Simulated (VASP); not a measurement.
# Er4Cl (Pm-3m) in VASP: single point with PBE

Aim: the single point of Er4Cl with PBE.

All numbers are computed with VASP 6.6.1; they aren't measurements. Logs are shortened: lines on timing, memory, paths and dates and some standing lists are left out, and cuts for length are marked.

## Step 1: The cell of the first run

The structure is cubic, space group Pm-3m (No. 221). The conventional cell has a = 5.199 Å, b = 5.199 Å, c = 5.199 Å, α = 90.00°, β = 90.00°, γ = 90.00°. Er (site symmetry m-3m) has 12 Er at 3.68 Å and 8 Cl at 4.50 Å within 4.8 Å. Er (site symmetry 4/mmm) has 2 Cl at 2.60 Å within 3.4 Å. Cl (site symmetry m-3m) has 6 Er at 2.60 Å within 3.4 Å.

The cell was generated, and may not be a known phase.

## Step 2: Single point, PBE

INCAR

```
PREC = Accurate ; ENCUT = 690
EDIFF = 1E-6 ; ISMEAR = 0
SIGMA = 0.1 ; LREAL = F
LASPH = T ; NELM = 300
ALGO = All ; ISIF = 2
LWAVE = F ; LCHARG = F
GGA = PE ; NBANDS = 56
GGA_COMPAT = F ; LMAXMIX = 6
ISEARCH = 1 ; KPAR = 4
```

KPOINTS

```
regular mesh
0
Gamma
  4 4 4
```

POSCAR

```
Er4Cl
1.0
    5.1985714653      0.0000000000      0.0000000000
    0.0000000000      5.1985714653      0.0000000000
    0.0000000000      0.0000000000      5.1985714653
Er Cl
4 1
Direct
    0.0000000000      0.0000000000      0.0000000000
    0.5000000000      0.5000000000      0.0000000000
    0.5000000000      0.0000000000      0.5000000000
    0.0000000000      0.5000000000      0.5000000000
    0.5000000000      0.5000000000      0.5000000000
```

Potentials or basis: VASP PAW PBE potentials, release 64 (Er, Cl).

Run with:

```
$ cat potpaw_PBE.64/Er/POTCAR potpaw_PBE.64/Cl/POTCAR > POTCAR
$ mpirun -np 4 vasp_std > vasp.out
```

OUTCAR:

```text
PREC = Accurate
   ENCUT = 690
   EDIFF = 1E-6
   ISMEAR = 0
   LREAL = F
   LASPH = T
   NELM = 300
   ISIF = 2
   GGA = PE

 ion  position               nearest neighbor table
   1  0.000  0.000  0.000-   2 3.68   3 3.68   4 3.68   3 3.68   4 3.68   2 3.68   4 3.68   4 3.68
                             2 3.68   3 3.68   3 3.68   2 3.68
   2  0.500  0.500  0.000-   5 2.60   5 2.60   4 3.68   1 3.68   3 3.68   4 3.68   3 3.68   1 3.68
                             3 3.68   3 3.68   1 3.68   4 3.68   4 3.68   1 3.68
   3  0.500  0.000  0.500-   5 2.60   5 2.60   4 3.68   1 3.68   1 3.68   2 3.68   2 3.68   4 3.68
                             2 3.68   2 3.68   1 3.68   4 3.68   1 3.68   4 3.68
   4  0.000  0.500  0.500-   5 2.60   5 2.60   3 3.68   1 3.68   1 3.68   2 3.68   1 3.68   3 3.68
                             1 3.68   2 3.68   3 3.68   2 3.68   2 3.68   3 3.68
   5  0.500  0.500  0.500-   2 2.60   3 2.60   4 2.60   2 2.60   3 2.60   4 2.60

  LATTYP: Found a simple cubic cell.
 ALAT       =     5.1985714653

  Lattice vectors:

 A1 = (   5.1985714653,   0.0000000000,   0.0000000000)
 A2 = (   0.0000000000,   5.1985714653,   0.0000000000)
 A3 = (   0.0000000000,   0.0000000000,   5.1985714653)

Analysis of symmetry for initial positions (statically):
=====================================================================
 Subroutine PRICEL returns:
 Original cell was already a primitive cell.

 Routine SETGRP: Setting up the symmetry group for a
 simple cubic supercell.

 Subroutine GETGRP returns: Found 48 space group operations
 (whereof 48 operations were pure point group operations)
 out of a pool of 48 trial point group operations.

The static configuration has the point symmetry O_h .

Analysis of symmetry for dynamics (positions and initial velocities):
=====================================================================
 Subroutine PRICEL returns:
 Original cell was already a primitive cell.

 Routine SETGRP: Setting up the symmetry group for a
 simple cubic supercell.

 Subroutine GETGRP returns: Found 48 space group operations
 (whereof 48 operations were pure point group operations)
 out of a pool of 48 trial point group operations.

The dynamic configuration has the point symmetry O_h .

 Subroutine INISYM returns: Found 48 space group operations
 (whereof 48 operations are pure point group operations),
 and found     1 'primitive' translations

----------------------------------------------------------------------------------------

                                     Primitive cell

  volume of cell :     140.4921

  direct lattice vectors                    reciprocal lattice vectors
     5.198571465  0.000000000  0.000000000     0.192360537  0.000000000  0.000000000
     0.000000000  5.198571465  0.000000000     0.000000000  0.192360537  0.000000000
     0.000000000  0.000000000  5.198571465     0.000000000  0.000000000  0.192360537

  length of vectors
     5.198571465  5.198571465  5.198571465     0.192360537  0.192360537  0.192360537

  position of ions in fractional coordinates (direct lattice)
     0.000000000  0.000000000  0.000000000
     0.500000000  0.500000000  0.000000000
     0.500000000  0.000000000  0.500000000
     0.000000000  0.500000000  0.500000000
     0.500000000  0.500000000  0.500000000

  ion indices of the primitive-cell ions
   primitive index   ion index
                 1           1
                 2           2
                 3           3
                 4           4
                 5           5

----------------------------------------------------------------------------------------

 KPOINTS: regular mesh

Automatic generation of k-mesh.
 Grid dimensions read from file:
 generate k-points for:    4    4    4

 Generating k-lattice:

  Cartesian coordinates                     Fractional coordinates (reciprocal lattice)
     0.048090134  0.000000000  0.000000000     0.250000000  0.000000000  0.000000000
     0.000000000  0.048090134  0.000000000     0.000000000  0.250000000  0.000000000
     0.000000000  0.000000000  0.048090134     0.000000000  0.000000000  0.250000000

  Length of vectors
     0.048090134  0.048090134  0.048090134

  Shift w.r.t. Gamma in fractional coordinates (k-lattice)
     0.000000000  0.000000000  0.000000000

 Subroutine IBZKPT returns following result:
 ===========================================

 Found     10 irreducible k-points:

 Following reciprocal coordinates:
            Coordinates               Weight
  0.000000  0.000000  0.000000      1.000000
  0.250000  0.000000  0.000000      6.000000
  0.500000  0.000000  0.000000      3.000000
  0.250000  0.250000  0.000000     12.000000
  0.500000  0.250000  0.000000     12.000000
  0.500000  0.500000  0.000000      3.000000
  0.250000  0.250000  0.250000      8.000000
  0.500000  0.250000  0.250000     12.000000
  0.500000  0.500000  0.250000      6.000000
  0.500000  0.500000  0.500000      1.000000
   k-points           NKPTS =     10   k-points in BZ     NKDIM =     10   number of bands    NBANDS=     56
   number of dos      NEDOS =    301   number of ions     NIONS =      5
   total plane-waves  NPLWV = 110592
   dimension x,y,z NGX =    48 NGY =   48 NGZ =   48
   dimension x,y,z NGXF=    96 NGYF=   96 NGZF=   96
   ions per type =               4   1
   NGX,Y,Z   is equivalent  to a cutoff of  15.35, 15.35, 15.35 a.u.
   NGXF,Y,Z  is equivalent  to a cutoff of  30.70, 30.70, 30.70 a.u.
 SYSTEM =  unknown system
   PREC   = accura    normal or accurate (medium, high low for compatibility)
   ISTART =      0    job   : 0-new  1-cont  2-samecut
   ICHARG =      2    charge: 1-file 2-atom 10-const
   ISPIN  =      1    spin polarized calculation?
   LNONCOLLINEAR =      F non collinear calculations
   LSORBIT =      F    spin-orbit coupling
   LASPH  =      T    aspherical Exc in radial PAW
   ENCUT  =  690.0 eV  50.71 Ry    7.12 a.u.  11.13 11.13 11.13*2*pi/ulx,y,z
   NELM   =    300;   NELMIN=  2; NELMDL= -5     # of ELM steps
   EDIFF  = 0.1E-05   stopping-criterion for ELM
   LREAL  =      F    real-space projection
   EDIFFG = 0.1E-04   stopping-criterion for IOM
   NSW    =      0    number of steps for IOM
   IBRION =     -1    ionic relax: 0-MD 1-quasi-New 2-CG
   NFREE  =      0    steps in history (QN), initial steepest desc. (CG)
   ISIF   =      2    stress and relaxation
   ISYM   =      2    0-nonsym 1-usesym 2-fastsym
   POTIM  = 0.5000    time-step for ionic-motion
   TEBEG  =    0.0;   TEEND  =   0.0 temperature during run
   PSTRESS=    0.0 pullay stress
   NELECT =      95.0000    total number of electrons
   NUPDOWN=      -1.0000    fix difference up-down
   EMIN   =  10.00;   EMAX   =-10.00  energy-range for DOS
   EFERMI =   0.00;   METHOD = LEGACY
   ISMEAR =     0;   SIGMA  =   0.10  broadening in eV -4-tet -1-fermi 0-gaus
   EFERMI_NEDOS =   21; number of points for ismear=-14 and -15
   IALGO  =     58    algorithm
   IMIX   =      4    mixing-type and parameters
     AMIX     =   0.40;   BMIX     =  1.00
     AMIX_MAG =   1.60;   BMIX_MAG =  1.00
  volume/ion in A,a.u.               =      28.10       189.62
  Fermi-wavevector in a.u.,A,eV,Ry     =   1.436918  2.715381 28.092406  2.064734
  Thomas-Fermi vector in A             =   2.556053
   LORBIT       =      0    0 simple, 1 ext, 2 COOP (PROOUT), +10 PAW based schemes
   GGA     = PE    functional components
   LHFCALC =     F    Hartree Fock is set to
   AEXX    =    0.0000 exact exchange contribution
   IVDW    =     0    specifies the selected vdW correction
   LEPSILON=     F    determine dielectric tensor
   LRPA    =     F    only Hartree local field effects (RPA)
 non-spin polarized calculation
 Gauss-broadening in eV      SIGMA  =   0.10
  energy-cutoff  :      690.00
  volume of cell :      140.49
 maximum number of plane-waves:      5832
 NGX is ok and might be reduce to    48
   NGX = 23   NGY = 23   NGZ = 23

 number of electron      94.9999989 magnetization

 Free energy of the ion-electron system (eV)
  ---------------------------------------------------
  ext. energy  EPLUGINS =         0.00000000
  ---------------------------------------------------
  free energy    TOTEN  =       -19.50810294 eV

  energy without entropy =      -18.92946172  energy(sigma->0) =      -19.21878233

 E-fermi :   2.9872     XC(G=0): -10.0916

 val. band max:        2.9764401249   @ k =   0.2500   0.0000   0.0000
 cond. band min:       2.9874395753   @ k =   0.2500   0.0000   0.0000
 fundamental gap:      0.0109994504
 Fermi energy:         2.9872489322

 k-point     1 :       0.0000    0.0000    0.0000
  band No.  band energies     occupation
      1     -45.1626      2.00000
      2     -45.1167      2.00000
      3     -45.0909      2.00000
      4     -45.0909      2.00000
      5     -19.9028      2.00000
      6     -19.9028      2.00000
[... 48 lines left out ...]
     55       5.4878      0.00000
     56       5.6891      0.00000

 k-point     2 :       0.2500    0.0000    0.0000
  band No.  band energies     occupation
      1     -45.1602      2.00000
      2     -45.1151      2.00000
      3     -45.0947      2.00000
      4     -45.0908      2.00000
      5     -19.9579      2.00000
      6     -19.8757      2.00000
[... 48 lines left out ...]
     55       4.9644      0.00000
     56       5.3253      0.00000

 k-point     3 :       0.5000    0.0000    0.0000
  band No.  band energies     occupation
      1     -45.1578      2.00000
      2     -45.1122      2.00000
      3     -45.0998      2.00000
      4     -45.0908      2.00000
      5     -20.0261      2.00000
      6     -19.8433      2.00000
[... 346 lines left out ...]
 k-point     9 :       0.5000    0.5000    0.2500
  band No.  band energies     occupation
      1     -45.1563      2.00000
      2     -45.1014      2.00000
      3     -45.1012      2.00000
      4     -45.1012      2.00000
      5     -20.5600      2.00000
      6     -19.6963      2.00000
[... 48 lines left out ...]
     55       3.8667      0.00000
     56       5.2849      0.00000

 k-point    10 :       0.5000    0.5000    0.5000
  band No.  band energies     occupation
      1     -45.1562      2.00000
      2     -45.1012      2.00000
      3     -45.1012      2.00000
      4     -45.1012      2.00000
      5     -20.6908      2.00000
      6     -19.7438      2.00000
[... 48 lines left out ...]
     55       3.8119      0.00000
     56       5.6393      0.00000

------------------------ aborting loop because EDIFF is reached ----------------------------------------

  FORCE on cell =-STRESS in cart. coord.  units (eV):
  Direction    XX          YY          ZZ          XY          YZ          ZX
  --------------------------------------------------------------------------------------
  -------------------------------------------------------------------------------------
  Total        3.4882109      3.4882109      3.4882109     -0.0000000     -0.0000000     -0.0000000
  in kB       39.7796777     39.7796777     39.7796777     -0.0000000     -0.0000000     -0.0000000
  external PRESSURE =      39.7796777 kB  Pullay stress =       0.0000000 kB

 VOLUME and BASIS-vectors are now :
 -----------------------------------------------------------------------------
  energy-cutoff  :      690.00
  volume of cell :      140.49
      direct lattice vectors                 reciprocal lattice vectors
     5.198571465  0.000000000  0.000000000     0.192360537  0.000000000  0.000000000
     0.000000000  5.198571465  0.000000000     0.000000000  0.192360537  0.000000000
     0.000000000  0.000000000  5.198571465     0.000000000  0.000000000  0.192360537

 POSITION                                       TOTAL-FORCE (eV/Angst)
 -----------------------------------------------------------------------------------
      0.00000      0.00000      0.00000         0.000000      0.000000      0.000000
      2.59929      2.59929      0.00000         0.000000      0.000000      0.000000
      2.59929      0.00000      2.59929         0.000000      0.000000      0.000000
      0.00000      2.59929      2.59929         0.000000      0.000000      0.000000
      2.59929      2.59929      2.59929         0.000000      0.000000      0.000000
 -----------------------------------------------------------------------------------
    total drift:                                0.000000      0.000000     -0.000000

  FREE ENERGIE OF THE ION-ELECTRON SYSTEM (eV)
  ---------------------------------------------------
  free  energy   TOTEN  =       -19.5081029370 eV

  energy  without entropy=      -18.9294627618  energy(sigma->0) =      -19.21878285
```

It took 8.4 min on 4 MPI ranks of Intel Xeon 6975P-C (Granite Rapids), shared host; peak memory 0.46 GiB.

What came out:

- Free energy: -19.5081 eV
- Pressure: 4.0 GPa
- Band gap on the k mesh: zero (an odd number of electrons rules out a gap without spin polarisation)

Levels at points of the mesh, in eV from the Fermi level:
```csv
k point,band 48,band 49,band 50,band 51,band 52,band 53
"(0.00, 0.00, 0.00)",-0.03,-0.03,-0.03,-0.03,0.02,0.02
"(0.50, 0.00, 0.00)",-0.05,-0.04,-0.03,0.26,0.36,0.61
"(0.50, 0.50, 0.00)",-0.03,-0.03,-0.03,-0.03,0.28,0.77
"(0.50, 0.50, 0.50)",-0.03,-0.03,-0.02,-0.02,-0.02,0.82
```

Caveat: the cell stands under pressure; spin-orbit coupling is left out, which moves the levels of the heavy elements; the run has no spin polarisation, though such a crystal can be magnetic; semilocal functionals describe open f shells poorly, which spoils levels, moments and volumes. With open d or f shells a metallic result of PBE can be an artefact of self-interaction; +U or a hybrid may open a gap.
